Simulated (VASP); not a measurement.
# Al2Pt in VASP: further runs

Al2Pt is run at these levels: LDA; tasks: single point.

All numbers are computed with VASP 6.6.1; they aren't measurements. Logs are shortened: lines on timing, memory, paths and dates and some standing lists are left out, and cuts for length are marked.

### 1 The cell of the first run

It takes space group Fm-3m (No. 225, cubic). Conventional cell: a = 5.930 Å, b = 5.930 Å, c = 5.930 Å, α = 90.00°, β = 90.00°, γ = 90.00°. Within 3.4 Å of Al (site symmetry -43m) lie 4 Pt at 2.57 Å and 6 Al at 2.96 Å. Within 3.4 Å of Pt (site symmetry m-3m) lie 8 Al at 2.57 Å.

### 2 Single point, LDA (volume scaled by 1.01)

The input, INCAR:

```
PREC     = Accurate       # precision mode
ENCUT    = 520            # plane-wave cutoff, eV
EDIFF    = 1E-6           # SCF threshold, eV
ISMEAR   = -1             # smearing method
SIGMA    = 0.08           # smearing width, eV
LREAL    = False          # projectors in reciprocal space
LASPH    = True           # aspherical terms in the spheres
NELM     = 100            # most SCF steps
ALGO     = Normal         # electronic algorithm
ISIF     = 2              # what is computed and relaxed
LWAVE    = False          # write WAVECAR
LCHARG   = False          # write CHGCAR
NBANDS   = 15             # bands
```

The input, KPOINTS:

```
Automatic mesh
0
Gamma
  12 12 12
```

The input, POSCAR:

```
Al2Pt
1.0
    0.0000000000      2.9648173479      2.9648173479
    2.9648173479      0.0000000000      2.9648173479
    2.9648173479      2.9648173479      0.0000000000
Al Pt
2 1
Direct
    0.2500000000      0.2500000000      0.2500000000
    0.7500000000      0.7500000000      0.7500000000
    0.0000000000      0.0000000000      0.0000000000
```

Potentials or basis: VASP PAW LDA potentials, release 64 (Al, Pt).

Run with:

```
$ cat potpaw_LDA.64/Al/POTCAR potpaw_LDA.64/Pt/POTCAR > POTCAR
$ mpirun -np 1 vasp_std > vasp.out
```

OUTCAR:

```text
PREC = Accurate
   ENCUT = 520
   EDIFF = 1E-6
   ISMEAR = -1
   LREAL = False
   LASPH = True
   NELM = 100
   ISIF = 2

 ion  position               nearest neighbor table
   1  0.250  0.250  0.250-   3 2.57   3 2.57   3 2.57   3 2.57   2 2.96   2 2.96   2 2.96   2 2.96
                             2 2.96   2 2.96
   2  0.750  0.750  0.750-   3 2.57   3 2.57   3 2.57   3 2.57   1 2.96   1 2.96   1 2.96   1 2.96
                             1 2.96   1 2.96
   3  0.000  0.000  0.000-   2 2.57   2 2.57   2 2.57   1 2.57   1 2.57   1 2.57   2 2.57   1 2.57

  LATTYP: Found a face centered cubic cell.
 ALAT       =     5.9296346958

  Lattice vectors:

 A1 = (   0.0000000000,   2.9648173479,   2.9648173479)
 A2 = (   2.9648173479,   0.0000000000,   2.9648173479)
 A3 = (   2.9648173479,   2.9648173479,   0.0000000000)

Analysis of symmetry for initial positions (statically):
=====================================================================
 Subroutine PRICEL returns:
 Original cell was already a primitive cell.

 Routine SETGRP: Setting up the symmetry group for a
 face centered cubic supercell.

 Subroutine GETGRP returns: Found 48 space group operations
[... 9 lines left out ...]

 Routine SETGRP: Setting up the symmetry group for a
 face centered cubic supercell.

 Subroutine GETGRP returns: Found 48 space group operations
 (whereof 48 operations were pure point group operations)
 out of a pool of 48 trial point group operations.

The dynamic configuration has the point symmetry O_h .

 Subroutine INISYM returns: Found 48 space group operations
 (whereof 48 operations are pure point group operations),
 and found     1 'primitive' translations

----------------------------------------------------------------------------------------

                                     Primitive cell

  volume of cell :      52.1223

  direct lattice vectors                    reciprocal lattice vectors
     0.000000000  2.964817348  2.964817348    -0.168644453  0.168644453  0.168644453
     2.964817348  0.000000000  2.964817348     0.168644453 -0.168644453  0.168644453
     2.964817348  2.964817348  0.000000000     0.168644453  0.168644453 -0.168644453

  length of vectors
     4.192884903  4.192884903  4.192884903     0.292100761  0.292100761  0.292100761

  position of ions in fractional coordinates (direct lattice)
     0.250000000  0.250000000  0.250000000
     0.750000000  0.750000000  0.750000000
     0.000000000  0.000000000  0.000000000

  ion indices of the primitive-cell ions
   primitive index   ion index
                 1           1
                 2           2
                 3           3

----------------------------------------------------------------------------------------

 KPOINTS: Automatic mesh

Automatic generation of k-mesh.
 Grid dimensions read from file:
 generate k-points for:   12   12   12

 Generating k-lattice:

  Cartesian coordinates                     Fractional coordinates (reciprocal lattice)
    -0.014053704  0.014053704  0.014053704     0.083333333  0.000000000  0.000000000
     0.014053704 -0.014053704  0.014053704     0.000000000  0.083333333  0.000000000
     0.014053704  0.014053704 -0.014053704     0.000000000  0.000000000  0.083333333

  Length of vectors
     0.024341730  0.024341730  0.024341730

  Shift w.r.t. Gamma in fractional coordinates (k-lattice)
     0.000000000  0.000000000  0.000000000

 Subroutine IBZKPT returns following result:
 ===========================================

 Found     72 irreducible k-points:

 Following reciprocal coordinates:
            Coordinates               Weight
  0.000000  0.000000  0.000000      1.000000
  0.083333  0.000000  0.000000      8.000000
  0.166667  0.000000  0.000000      8.000000
  0.250000  0.000000  0.000000      8.000000
  0.333333  0.000000  0.000000      8.000000
  0.416667  0.000000  0.000000      8.000000
[... 16 lines left out ...]
  0.500000  0.166667  0.000000     24.000000
 -0.416667  0.166667  0.000000     24.000000
 [... further k-points ...]
   k-points           NKPTS =     72   k-points in BZ     NKDIM =     72   number of bands    NBANDS=     15
   number of dos      NEDOS =    301   number of ions     NIONS =      3
   total plane-waves  NPLWV =  32768
   dimension x,y,z NGX =    32 NGY =   32 NGZ =   32
   dimension x,y,z NGXF=    64 NGYF=   64 NGZF=   64
   ions per type =               2   1
   NGX,Y,Z   is equivalent  to a cutoff of  12.69, 12.69, 12.69 a.u.
   NGXF,Y,Z  is equivalent  to a cutoff of  25.38, 25.38, 25.38 a.u.
 SYSTEM =  unknown system
   PREC   = accura    normal or accurate (medium, high low for compatibility)
   ISTART =      0    job   : 0-new  1-cont  2-samecut
   ICHARG =      2    charge: 1-file 2-atom 10-const
   ISPIN  =      1    spin polarized calculation?
   LNONCOLLINEAR =      F non collinear calculations
   LSORBIT =      F    spin-orbit coupling
   LASPH  =      T    aspherical Exc in radial PAW
   ENCUT  =  520.0 eV  38.22 Ry    6.18 a.u.   7.80  7.80  7.80*2*pi/ulx,y,z
   NELM   =    100;   NELMIN=  2; NELMDL= -5     # of ELM steps
   EDIFF  = 0.1E-05   stopping-criterion for ELM
   LREAL  =      F    real-space projection
   EDIFFG = 0.1E-04   stopping-criterion for IOM
   NSW    =      0    number of steps for IOM
   IBRION =     -1    ionic relax: 0-MD 1-quasi-New 2-CG
   NFREE  =      0    steps in history (QN), initial steepest desc. (CG)
   ISIF   =      2    stress and relaxation
   ISYM   =      2    0-nonsym 1-usesym 2-fastsym
   POTIM  = 0.5000    time-step for ionic-motion
   TEBEG  =    0.0;   TEEND  =   0.0 temperature during run
   PSTRESS=    0.0 pullay stress
   NELECT =      16.0000    total number of electrons
   NUPDOWN=      -1.0000    fix difference up-down
   EMIN   =  10.00;   EMAX   =-10.00  energy-range for DOS
   EFERMI =   0.00;   METHOD = LEGACY
   ISMEAR =    -1;   SIGMA  =   0.08  broadening in eV -4-tet -1-fermi 0-gaus
   EFERMI_NEDOS =   21; number of points for ismear=-14 and -15
   IALGO  =     38    algorithm
   IMIX   =      4    mixing-type and parameters
     AMIX     =   0.40;   BMIX     =  1.00
     AMIX_MAG =   1.60;   BMIX_MAG =  1.00
  volume/ion in A,a.u.               =      17.37       117.25
  Fermi-wavevector in a.u.,A,eV,Ry     =   1.104350  2.086920 16.593526  1.219590
  Thomas-Fermi vector in A             =   2.240822
   LORBIT       =      0    0 simple, 1 ext, 2 COOP (PROOUT), +10 PAW based schemes
   GGA     = CA    functional components
   LHFCALC =     F    Hartree Fock is set to
   AEXX    =    0.0000 exact exchange contribution
   IVDW    =     0    specifies the selected vdW correction
   LEPSILON=     F    determine dielectric tensor
   LRPA    =     F    only Hartree local field effects (RPA)
 non-spin polarized calculation
  energy-cutoff  :      520.00
  volume of cell :       52.12
 maximum number of plane-waves:      1424
   NGX = 15   NGY = 15   NGZ = 15

 number of electron      16.0000000 magnetization

 Free energy of the ion-electron system (eV)
  ---------------------------------------------------
  ext. energy  EPLUGINS =         0.00000000
  ---------------------------------------------------
  free energy    TOTEN  =       -18.58080034 eV

  energy without entropy =      -18.55507235  energy(sigma->0) =      -18.56793634

 E-fermi :   7.6090     XC(G=0): -10.8429

 val. band max:        7.5790515526   @ k =   0.2500   0.2500   0.0000
 cond. band min:       7.6239161115   @ k =   0.3333   0.2500   0.0000
 fundamental gap:      0.0448645590
 Fermi energy:         7.6090329508

 k-point     1 :       0.0000    0.0000    0.0000
  band No.  band energies     occupation
      1      -2.5569      2.00000
      2       2.5655      2.00000
      3       2.5655      2.00000
      4       2.5655      2.00000
      5       3.9197      2.00000
      6       3.9197      2.00000
      7      10.3354      0.00000
      8      11.4088      0.00000
      9      11.4088      0.00000
     10      11.4088      0.00000
     11      12.9338      0.00000
     12      12.9338      0.00000
     13      12.9338      0.00000
     14      13.8362      0.00000
     15      13.8362      0.00000

 k-point     2 :       0.0833    0.0000    0.0000
  band No.  band energies     occupation
      1      -2.4620      2.00000
      2       2.5074      2.00000
      3       2.5975      2.00000
      4       2.5975      2.00000
      5       3.9083      2.00000
      6       3.9083      2.00000
      7      10.0098      0.00000
      8      10.6361      0.00000
      9      11.1196      0.00000
     10      11.1196      0.00000
     11      13.2573      0.00000
     12      13.2573      0.00000
     13      13.5651      0.00000
     14      13.6604      0.00000
     15      13.6604      0.00000

 k-point     3 :       0.1667    0.0000    0.0000
  band No.  band energies     occupation
      1      -2.1818      2.00000
      2       2.3527      2.00000
      3       2.6812      2.00000
      4       2.6812      2.00000
      5       3.8892      2.00000
      6       3.8892      2.00000
      7       8.3443      0.00020
      8      10.5241      0.00000
      9      10.5241      0.00000
     10      10.8589      0.00000
     11      13.2399      0.00000
     12      13.3077      0.00000
     13      13.3077      0.00000
     14      13.9815      0.00000
     15      13.9815      0.00000
[... 343 lines left out ...]
 k-point    23 :       0.5000    0.1667    0.0000
  band No.  band energies     occupation
      1      -0.0481      2.00000
      2       1.5963      2.00000
      3       2.8168      2.00000
      4       3.0745      2.00000
      5       3.8803      2.00000
      6       4.1079      2.00000
      7       4.1483      2.00000
      8       7.4439      1.77474
      9       7.9433      0.03020
     10      10.9545      0.00000
     11      13.3772      0.00000
     12      13.7396      0.00000
     13      14.1521      0.00000
     14      15.1312      0.00000
     15      17.5835      0.00000

 k-point    24 :      -0.4167    0.1667    0.0000
  band No.  band energies     occupation
      1       0.0564      2.00000
      2       1.5723      2.00000
      3       2.7904      2.00000
      4       3.0907      2.00000
      5       3.6670      2.00000
      6       4.0071      2.00000
      7       4.3771      2.00000
      8       7.0979      1.99664
      9       8.2508      0.00066
     10      11.0346      0.00000
     11      13.1850      0.00000
     12      13.4774      0.00000
     13      14.4508      0.00000
     14      16.2744      0.00000
     15      16.7269      0.00000

 [... further k-points ...]
[... 5 lines left out ...]
  --------------------------------------------------------------------------------------
  -------------------------------------------------------------------------------------
  Total       -1.5759515     -1.5759515     -1.5759515      0.0000000      0.0000000      0.0000000
  in kB      -48.4428405    -48.4428405    -48.4428405      0.0000000      0.0000000      0.0000000
  external PRESSURE =     -48.4428405 kB  Pullay stress =       0.0000000 kB

 VOLUME and BASIS-vectors are now :
 -----------------------------------------------------------------------------
  energy-cutoff  :      520.00
  volume of cell :       52.12
      direct lattice vectors                 reciprocal lattice vectors
     0.000000000  2.964817348  2.964817348    -0.168644453  0.168644453  0.168644453
     2.964817348  0.000000000  2.964817348     0.168644453 -0.168644453  0.168644453
     2.964817348  2.964817348  0.000000000     0.168644453  0.168644453 -0.168644453

 POSITION                                       TOTAL-FORCE (eV/Angst)
 -----------------------------------------------------------------------------------
      1.48241      1.48241      1.48241         0.000000     -0.000000      0.000000
      4.44723      4.44723      4.44723        -0.000000      0.000000     -0.000000
      0.00000      0.00000      0.00000        -0.000000     -0.000000     -0.000000
 -----------------------------------------------------------------------------------
    total drift:                                0.000000     -0.000000      0.000000

  FREE ENERGIE OF THE ION-ELECTRON SYSTEM (eV)
  ---------------------------------------------------
  free  energy   TOTEN  =       -18.5808003365 eV

  energy  without entropy=      -18.5550723503  energy(sigma->0) =      -18.56793634
```

Run time: 22 s. Hardware: 1 thread of Intel Xeon Platinum 8559C (Emerald Rapids), shared host; peak memory 0.19 GiB.

What came out:

```
Free energy            : -18.5808 eV
Pressure               : -4.8 GPa
Band gap on the k mesh : zero (band 8 reaches 11.41 eV, above the bottom of band 9 at 6.02 eV)
```

Levels at points of the mesh, in eV from the Fermi level:
```csv
k point,band 4,band 5,band 6,band 7,band 8,band 9,band 10,band 11,band 12,band 13
"(0.00, 0.00, 0.00)",-5.04,-3.69,-3.69,2.73,3.80,3.80,3.80,5.32,5.32,5.32
"(0.50, 0.00, 0.00)",-4.72,-3.73,-3.48,-3.48,1.00,1.00,3.66,5.09,5.09,5.19
"(0.50, 0.50, 0.00)",-3.80,-3.80,-3.42,-3.20,-1.59,-1.59,3.00,3.33,8.08,10.55
```

Caveat: spin-orbit coupling is left out, which moves the levels of the heavy elements.

### 3 Single point, LDA (volume scaled by 1.04)

The input, INCAR:

```
PREC = Accurate
ENCUT = 520
EDIFF = 1E-6
ISMEAR = -1
SIGMA = 0.08
LREAL = False
LASPH = True
NELM = 80
ALGO = Normal
ISIF = 2
LWAVE = False
LCHARG = False
NBANDS = 15
```

The input, KPOINTS:

```
regular mesh
0
Gamma
  12 12 12
```

The input, POSCAR:

```
Al2Pt
1.0
    0.0000000000      2.9938860383      2.9938860383
    2.9938860383      0.0000000000      2.9938860383
    2.9938860383      2.9938860383      0.0000000000
Al Pt
2 1
Direct
    0.2500000000      0.2500000000      0.2500000000
    0.7500000000      0.7500000000      0.7500000000
    0.0000000000      0.0000000000      0.0000000000
```

Potentials or basis: VASP PAW LDA potentials, release 64 (Al, Pt).

Run with:

```
$ cat potpaw_LDA.64/Al/POTCAR potpaw_LDA.64/Pt/POTCAR > POTCAR
$ mpirun -np 1 vasp_std > vasp.out
```

It took 22 s on 1 thread of Intel Xeon Platinum 8559C (Emerald Rapids), shared host; peak memory 0.18 GiB.

It converged, with:

- Free energy: -18.5175 eV
- Pressure: -8.2 GPa
- Band gap on the k mesh: zero (band 8 reaches 11.05 eV, above the bottom of band 9 at 5.74 eV)

Levels at points of the mesh, in eV from the Fermi level:
```
           k point  band 4  band 5  band 6  band 7  band 8  band 9  band 10  band 11  band 12  band 13
(0.00, 0.00, 0.00)   -4.89   -3.57   -3.57    2.51    3.78    3.78     3.78     5.17     5.17     5.17
(0.50, 0.00, 0.00)   -4.57   -3.63   -3.37   -3.37    1.00    1.00     3.60     4.92     4.97     4.97
(0.50, 0.50, 0.00)   -3.69   -3.69   -3.33   -3.11   -1.53   -1.53     2.81     3.29     8.06    10.30
```

Caveat: spin-orbit coupling is left out, which moves the levels of the heavy elements.

### 4 Single point, LDA (equal xx and yy strain of -2 %)

The input, INCAR:

```
SYSTEM = Al2Pt
ALGO = Normal ; EDIFF = 1E-6
ENCUT = 520 ; ISIF = 2
ISMEAR = -1 ; LASPH = .TRUE.
LCHARG = .TRUE. ; LELF = .TRUE.
LREAL = .FALSE. ; LVHAR = .TRUE.
LWAVE = .FALSE. ; NBANDS = 15
NELM = 100 ; PREC = Accurate
SIGMA = 0.08
```

The input, KPOINTS:

```
k-points
0
G
  12 12 12
  0 0 0
```

The input, POSCAR:

```
Al2Pt
1.0
    0.0000000000      2.8959000000      2.9550000000
    2.8959000000      0.0000000000      2.9550000000
    2.8959000000      2.8959000000      0.0000000000
Al Pt
2 1
Direct
    0.2500000000      0.2500000000      0.2500000000
    0.7500000000      0.7500000000      0.7500000000
    0.0000000000      0.0000000000      0.0000000000
```

Run with:

```
$ cat potpaw_LDA.64/Al/POTCAR potpaw_LDA.64/Pt/POTCAR > POTCAR
$ mpirun -np 1 vasp_std > vasp.out
```

It took 64 s on 1 thread of Intel Xeon 6975P-C, shared host; peak memory 0.25 GiB.

The run converged. Its results:

| Item | Value |
| --- | --- |
| Free energy | -18.6015 eV |
| Pressure | 2.2 GPa |
| Band gap on the k mesh | zero (band 8 reaches 11.95 eV, above the bottom of band 9 at 6.57 eV) |

Stress tensor (GPa, compression positive):
```
2.60 0.00 0.00
0.00 2.60 0.00
0.00 0.00 1.25
```

Levels at points of the mesh, in eV from the Fermi level:
| k point | band 4 | band 5 | band 6 | band 7 | band 8 | band 9 | band 10 | band 11 | band 12 | band 13 |
| --- | --- | --- | --- | --- | --- | --- | --- | --- | --- | --- |
| (0.00, 0.00, 0.00) | -5.29 | -3.95 | -3.86 | 3.11 | 3.74 | 3.89 | 3.89 | 5.51 | 5.51 | 5.82 |
| (0.50, 0.00, 0.00) | -4.97 | -3.90 | -3.68 | -3.65 | 0.92 | 1.08 | 3.77 | 5.20 | 5.34 | 5.74 |
| (0.50, 0.50, 0.00) | -4.02 | -4.02 | -3.64 | -3.36 | -1.61 | -1.61 | 3.48 | 3.51 | 8.10 | 10.99 |
| (0.50, 0.00, 0.50) | -4.04 | -3.93 | -3.56 | -3.36 | -1.81 | -1.65 | 3.28 | 3.37 | 8.09 | 10.74 |

Caveat: the cell differs from its parent crystal (equal xx and yy strain of -2 %); spin-orbit coupling is left out, which moves the levels of the heavy elements.

### 5 The runs side by side

```tsv
cell	gap on the mesh (eV)	pressure (GPa)
a = 4.193 Å, angles 60.0°, 3 atoms	none	-4.8
a = 4.234 Å, angles 60.0°, 3 atoms	none	-8.2
a = 4.137, b = 4.137, c = 4.095 Å, angles 60.3, 60.3, 59.3°, 3 atoms	none	2.2
```

Alike in all rows: task single point; level LDA; potentials or basis VASP PAW LDA potentials, release 64 (Al, Pt); no spin polarisation; k mesh 12 × 12 × 12; cutoff (eV) 520; smearing fermi-dirac 0.08 eV.

Caveats: spin-orbit coupling is left out, which moves the levels of the heavy elements.

Total energies depend on the potentials used, so only differences within one code and one set of settings carry meaning.
